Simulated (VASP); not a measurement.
# KMgH3 (P4/mmm) in VASP: a series of runs, part 2 of 2

VASP 6.6.1.

### 5 Single point, LDA (strain +0.000 along x and y, +0.050 along z)

INCAR

```
ALGO = Normal ; EDIFF = 1E-6
ENCUT = 520 ; GGA = CA
ISIF = 2 ; ISMEAR = 0
LASPH = T ; LCHARG = F
LREAL = F ; LWAVE = F
NBANDS = 15 ; NELM = 100
PREC = Accurate ; SIGMA = 0.05
```

KPOINTS

```
k-points
0
Gamma
  8 8 8
```

POSCAR

```
KMgH3
1.0
    4.0250000000      0.0000000000      0.0000000000
    0.0000000000      4.0250000000      0.0000000000
    0.0000000000      0.0000000000      4.2262500000
K Mg H
1 1 3
Direct
    0.0000000000      0.0000000000      0.0000000000
    0.5000000000      0.5000000000      0.5000000000
    0.0000000000      0.5000000000      0.5000000000
    0.5000000000      0.0000000000      0.5000000000
    0.5000000000      0.5000000000      0.0000000000
```

Potentials or basis: VASP PAW LDA potentials, release 64 (K_sv, Mg, H).

On the command line:

```sh
> cat potpaw_LDA.64/K_sv/POTCAR potpaw_LDA.64/Mg/POTCAR potpaw_LDA.64/H/POTCAR > POTCAR
> mpirun -np 1 vasp_std > vasp.out
```

OUTCAR:

```text
EDIFF = 1E-6
   ENCUT = 520
   GGA = CA
   ISIF = 2
   ISMEAR = 0
   LASPH = T
   LREAL = F
   NELM = 100
   PREC = Accurate

 ion  position               nearest neighbor table
   1  0.000  0.000  0.000-   2 3.54   2 3.54   2 3.54   2 3.54   2 3.54   2 3.54   2 3.54   2 3.54

   2  0.500  0.500  0.500-   3 2.01   4 2.01   4 2.01   3 2.01   5 2.11   5 2.11   1 3.54   1 3.54
                             1 3.54   1 3.54   1 3.54   1 3.54   1 3.54   1 3.54
   3  0.000  0.500  0.500-   2 2.01   2 2.01
   4  0.500  0.000  0.500-   2 2.01   2 2.01
   5  0.500  0.500  0.000-   2 2.11   2 2.11

  LATTYP: Found a simple tetragonal cell.
 ALAT       =     4.0250000000
 C/A-ratio  =     1.0500000000

  Lattice vectors:

 A1 = (   4.0250000000,   0.0000000000,   0.0000000000)
 A2 = (   0.0000000000,   4.0250000000,   0.0000000000)
 A3 = (   0.0000000000,   0.0000000000,   4.2262500000)

Analysis of symmetry for initial positions (statically):
=====================================================================
 Subroutine PRICEL returns:
 Original cell was already a primitive cell.

 Routine SETGRP: Setting up the symmetry group for a
 simple tetragonal supercell.

 Subroutine GETGRP returns: Found 16 space group operations
 (whereof 16 operations were pure point group operations)
 out of a pool of 16 trial point group operations.

The static configuration has the point symmetry D_4h.

Analysis of symmetry for dynamics (positions and initial velocities):
=====================================================================
 Subroutine PRICEL returns:
 Original cell was already a primitive cell.

 Routine SETGRP: Setting up the symmetry group for a
 simple tetragonal supercell.

 Subroutine GETGRP returns: Found 16 space group operations
 (whereof 16 operations were pure point group operations)
 out of a pool of 16 trial point group operations.

The dynamic configuration has the point symmetry D_4h.

 Subroutine INISYM returns: Found 16 space group operations
 (whereof 16 operations are pure point group operations),
 and found     1 'primitive' translations

----------------------------------------------------------------------------------------

                                     Primitive cell

  volume of cell :      68.4679

  direct lattice vectors                    reciprocal lattice vectors
     4.025000000  0.000000000  0.000000000     0.248447205  0.000000000  0.000000000
     0.000000000  4.025000000  0.000000000     0.000000000  0.248447205  0.000000000
     0.000000000  0.000000000  4.226250000     0.000000000  0.000000000  0.236616386

  length of vectors
     4.025000000  4.025000000  4.226250000     0.248447205  0.248447205  0.236616386

  position of ions in fractional coordinates (direct lattice)
     0.000000000  0.000000000  0.000000000
     0.500000000  0.500000000  0.500000000
     0.000000000  0.500000000  0.500000000
     0.500000000  0.000000000  0.500000000
     0.500000000  0.500000000  0.000000000

  ion indices of the primitive-cell ions
   primitive index   ion index
                 1           1
                 2           2
                 3           3
[... 36 lines left out ...]
  0.125000  0.125000  0.000000      4.000000
[... 16 lines left out ...]
  0.375000  0.125000  0.125000     16.000000
  0.500000  0.125000  0.125000      8.000000
 [... further k-points ...]
   k-points           NKPTS =     75   k-points in BZ     NKDIM =     75   number of bands    NBANDS=     15
   number of dos      NEDOS =    301   number of ions     NIONS =      5
   total plane-waves  NPLWV =  28800
   dimension x,y,z NGX =    30 NGY =   30 NGZ =   32
   dimension x,y,z NGXF=    60 NGYF=   60 NGZF=   64
   ions per type =               1   1   3
   NGX,Y,Z   is equivalent  to a cutoff of  12.39, 12.39, 12.59 a.u.
   NGXF,Y,Z  is equivalent  to a cutoff of  24.78, 24.78, 25.18 a.u.
 SYSTEM =  unknown system
   PREC   = accura    normal or accurate (medium, high low for compatibility)
   ISTART =      0    job   : 0-new  1-cont  2-samecut
   ICHARG =      2    charge: 1-file 2-atom 10-const
   ISPIN  =      1    spin polarized calculation?
   LNONCOLLINEAR =      F non collinear calculations
   LSORBIT =      F    spin-orbit coupling
   LASPH  =      T    aspherical Exc in radial PAW
   ENCUT  =  520.0 eV  38.22 Ry    6.18 a.u.   7.48  7.48  7.86*2*pi/ulx,y,z
   NELM   =    100;   NELMIN=  2; NELMDL= -5     # of ELM steps
   EDIFF  = 0.1E-05   stopping-criterion for ELM
   LREAL  =      F    real-space projection
   EDIFFG = 0.1E-04   stopping-criterion for IOM
   NSW    =      0    number of steps for IOM
   IBRION =     -1    ionic relax: 0-MD 1-quasi-New 2-CG
   NFREE  =      0    steps in history (QN), initial steepest desc. (CG)
   ISIF   =      2    stress and relaxation
   ISYM   =      2    0-nonsym 1-usesym 2-fastsym
   POTIM  = 0.5000    time-step for ionic-motion
   TEBEG  =    0.0;   TEEND  =   0.0 temperature during run
   PSTRESS=    0.0 pullay stress
   NELECT =      14.0000    total number of electrons
   NUPDOWN=      -1.0000    fix difference up-down
   EMIN   =  10.00;   EMAX   =-10.00  energy-range for DOS
   EFERMI =   0.00;   METHOD = LEGACY
   ISMEAR =     0;   SIGMA  =   0.05  broadening in eV -4-tet -1-fermi 0-gaus
   EFERMI_NEDOS =   21; number of points for ismear=-14 and -15
   IALGO  =     38    algorithm
   IMIX   =      4    mixing-type and parameters
     AMIX     =   0.40;   BMIX     =  1.00
     AMIX_MAG =   1.60;   BMIX_MAG =  1.00
  volume/ion in A,a.u.               =      13.69        92.41
  Fermi-wavevector in a.u.,A,eV,Ry     =   0.964470  1.822583 12.656160  0.930202
  Thomas-Fermi vector in A             =   2.094104
   LORBIT       =      0    0 simple, 1 ext, 2 COOP (PROOUT), +10 PAW based schemes
   GGA     = CA    functional components
   LHFCALC =     F    Hartree Fock is set to
   AEXX    =    0.0000 exact exchange contribution
   IVDW    =     0    specifies the selected vdW correction
   LEPSILON=     F    determine dielectric tensor
   LRPA    =     F    only Hartree local field effects (RPA)
 non-spin polarized calculation
 Gauss-broadening in eV      SIGMA  =   0.05
  energy-cutoff  :      520.00
  volume of cell :       68.47
 maximum number of plane-waves:      1870
 NGX is ok and might be reduce to    30
   NGX = 15   NGY = 15   NGZ = 15

 number of electron      13.9999996 magnetization

 Free energy of the ion-electron system (eV)
  ---------------------------------------------------
  ext. energy  EPLUGINS =         0.00000000
  ---------------------------------------------------
  free energy    TOTEN  =       -14.99758192 eV

  energy without entropy =      -14.99758192  energy(sigma->0) =      -14.99758192

 E-fermi :  -0.1900     XC(G=0):  -8.6337

 val. band max:       -0.4552844999   @ k =   0.0000   0.0000   0.5000
 cond. band min:       1.4372243086   @ k =   0.5000   0.5000   0.5000
 fundamental gap:      1.8925088085
 Fermi energy:        -0.1900411736

 k-point     1 :       0.0000    0.0000    0.0000
  band No.  band energies     occupation
      1     -29.2510      2.00000
      2     -12.9726      2.00000
      3     -12.9379      2.00000
      4     -12.9379      2.00000
      5      -5.9404      2.00000
      6      -1.0323      2.00000
      7      -0.8369      2.00000
      8       4.4067      0.00000
      9       5.0846      0.00000
     10       5.0846      0.00000
     11       6.9845      0.00000
     12       7.5390      0.00000
     13       8.0608      0.00000
     14       8.0608      0.00000
[... 401 lines left out ...]
      2     -13.1666      2.00000
      3     -12.9686      2.00000
      4     -12.9451      2.00000
      5      -4.0905      2.00000
      6      -3.0910      2.00000
      7      -0.9434      2.00000
      8       4.0554      0.00000
      9       4.8833      0.00000
     10       5.3387      0.00000
     11       5.3789      0.00000
     12       7.5977      0.00000
     13       7.9597      0.00000
     14       8.8568      0.00000
     15       9.5107      0.00000

 [... further k-points ...]
[... 5 lines left out ...]
  --------------------------------------------------------------------------------------
  -------------------------------------------------------------------------------------
  Total       -1.6283490     -1.6283490     -2.4173190      0.0000000      0.0000000      0.0000000
  in kB      -38.1040489    -38.1040489    -56.5662762      0.0000000      0.0000000      0.0000000
  external PRESSURE =     -44.2581247 kB  Pullay stress =       0.0000000 kB

 VOLUME and BASIS-vectors are now :
 -----------------------------------------------------------------------------
  energy-cutoff  :      520.00
  volume of cell :       68.47
      direct lattice vectors                 reciprocal lattice vectors
     4.025000000  0.000000000  0.000000000     0.248447205  0.000000000  0.000000000
     0.000000000  4.025000000  0.000000000     0.000000000  0.248447205  0.000000000
     0.000000000  0.000000000  4.226250000     0.000000000  0.000000000  0.236616386

 POSITION                                       TOTAL-FORCE (eV/Angst)
 -----------------------------------------------------------------------------------
      0.00000      0.00000      0.00000         0.000000      0.000000      0.000000
      2.01250      2.01250      2.11313         0.000000      0.000000      0.000000
      0.00000      2.01250      2.11313         0.000000      0.000000      0.000000
      2.01250      0.00000      2.11313         0.000000      0.000000      0.000000
      2.01250      2.01250      0.00000         0.000000      0.000000      0.000000
 -----------------------------------------------------------------------------------
    total drift:                               -0.000000      0.000000     -0.000000

  FREE ENERGIE OF THE ION-ELECTRON SYSTEM (eV)
  ---------------------------------------------------
  free  energy   TOTEN  =       -14.9975819175 eV

  energy  without entropy=      -14.9975819175  energy(sigma->0) =      -14.99758192
```

OSZICAR:

```text
N       E                     dE             d eps       ncg     rms          rms(c)
DAV:   1     0.564859920226E+02    0.56486E+02   -0.57794E+03  2250   0.812E+02
DAV:   2    -0.128996769485E+02   -0.69386E+02   -0.64830E+02  2817   0.214E+02
DAV:   3    -0.159907545535E+02   -0.30911E+01   -0.30808E+01  3299   0.338E+01
DAV:   4    -0.161031043091E+02   -0.11235E+00   -0.11233E+00  2986   0.568E+00
DAV:   5    -0.161047248075E+02   -0.16205E-02   -0.16205E-02  3420   0.685E-01    0.596E+00
DAV:   6    -0.152597143002E+02    0.84501E+00   -0.43452E-01  2957   0.347E+00    0.368E+00
DAV:   7    -0.149926983444E+02    0.26702E+00   -0.60633E-01  3048   0.363E+00    0.156E+00
DAV:   8    -0.149983582468E+02   -0.56599E-02   -0.51630E-02  2747   0.162E+00    0.386E-01
DAV:   9    -0.149974864239E+02    0.87182E-03   -0.17845E-03  3478   0.311E-01    0.118E-01
DAV:  10    -0.149975962359E+02   -0.10981E-03   -0.33743E-04  2948   0.106E-01    0.337E-02
DAV:  11    -0.149975816337E+02    0.14602E-04   -0.20938E-05  3293   0.281E-02    0.607E-03
DAV:  12    -0.149975819175E+02   -0.28377E-06   -0.28775E-06  2701   0.810E-03
   1 F= -.14997582E+02 E0= -.14997582E+02  d E =-.331549E-16
```

It took 82 s on 1 thread of Intel Xeon 8259CL, shared host; peak memory 0.21 GiB.

Results:

```yaml
Free_energy: -14.9976 eV
Pressure: -4.4 GPa
Band_gap_on_the_k_mesh: 1.89 eV, indirect (least direct gap 3.89 eV)
```

Caveat: the cell differs from its parent crystal (strain +0.000 along x and y, +0.050 along z). A k mesh can miss the band edges.

### 6 Single point, LDA (strain +0.025 along x and y, +0.000 along z)

INCAR

```
ALGO = Normal
EDIFF = 1E-7
ENCUT = 520
ISIF = 2
ISMEAR = 0
LASPH = T
LCHARG = F
LREAL = F
LWAVE = F
NBANDS = 15
NELM = 60
PREC = Accurate
SIGMA = 0.05
```

KPOINTS is that of step 5.

Edit POSCAR of step 5 so:

```diff
@@ -2,5 +2,5 @@
 1.0
-    4.0250000000      0.0000000000      0.0000000000
-    0.0000000000      4.0250000000      0.0000000000
-    0.0000000000      0.0000000000      4.2262500000
+    4.1256250000      0.0000000000      0.0000000000
+    0.0000000000      4.1256250000      0.0000000000
+    0.0000000000      0.0000000000      4.0250000000
 K Mg H
```

Potentials or basis: VASP PAW LDA potentials, release 64 (K_sv, Mg, H).

On the command line:

```sh
> cat potpaw_LDA.64/K_sv/POTCAR potpaw_LDA.64/Mg/POTCAR potpaw_LDA.64/H/POTCAR > POTCAR
> mpirun -np 1 vasp_std > vasp.out
```

Run time: 75 s. Hardware: 1 thread of Intel Xeon 8259CL, shared host; peak memory 0.21 GiB.

The run converged. Its results:

```
Free energy            : -15.0060 eV
Pressure               : -4.5 GPa
Band gap on the k mesh : 1.90 eV, indirect (least direct gap 3.95 eV)
```

Stress tensor (GPa, compression positive):
```
-4.83  0.00  0.00
 0.00 -4.83  0.00
 0.00  0.00 -3.85
```

Levels at points of the mesh, in eV from the valence-band top:
```csv
k point,band 3,band 4,band 5,band 6,band 7,band 8,band 9,band 10,band 11,band 12
"(0.00, 0.00, 0.00)",-12.48,-12.47,-5.46,-0.50,-0.41,5.20,5.20,5.56,7.58,7.87
"(0.50, 0.00, 0.00)",-12.47,-12.45,-3.91,-2.77,0.00,4.85,5.18,5.52,7.08,8.16
"(0.50, 0.50, 0.00)",-12.64,-12.43,-3.02,-1.95,-1.95,3.22,5.81,6.69,6.69,7.53
"(0.00, 0.00, 0.50)",-12.46,-12.46,-3.77,-2.80,-0.01,4.91,4.91,5.53,6.98,8.17
"(0.50, 0.00, 0.50)",-12.63,-12.45,-2.88,-2.03,-1.90,3.25,5.69,6.43,6.49,7.28
"(0.50, 0.50, 0.50)",-12.60,-12.60,-2.13,-2.05,-2.05,1.90,5.19,5.19,5.28,9.71
```

Caveat: the cell differs from its parent crystal (strain +0.025 along x and y, +0.000 along z). A k mesh can miss the band edges.

### 7 Overview

| cell | gap on the mesh (eV) | pressure (GPa) |
| --- | --- | --- |
| a = 3.924, b = 3.924, c = 4.126 Å, 5 atoms | 2.13 | -2.3 |
| a = 4.025, b = 4.025, c = 4.126 Å, 5 atoms | 1.97 | -3.9 |
| a = 4.126, b = 4.126, c = 3.924 Å, 5 atoms | 1.99 | -3.8 |
| a = 4.025, b = 4.025, c = 4.226 Å, 5 atoms | 1.89 | -4.4 |
| a = 4.126, b = 4.126, c = 4.025 Å, 5 atoms | 1.90 | -4.5 |

Alike in all rows: task single point; level LDA; potentials or basis VASP PAW LDA potentials, release 64 (K_sv, Mg, H); no spin polarisation; k mesh 8 × 8 × 8; cutoff (eV) 520; smearing gaussian 0.05 eV.

Absolute energies hang on the potentials; compare differences alone.
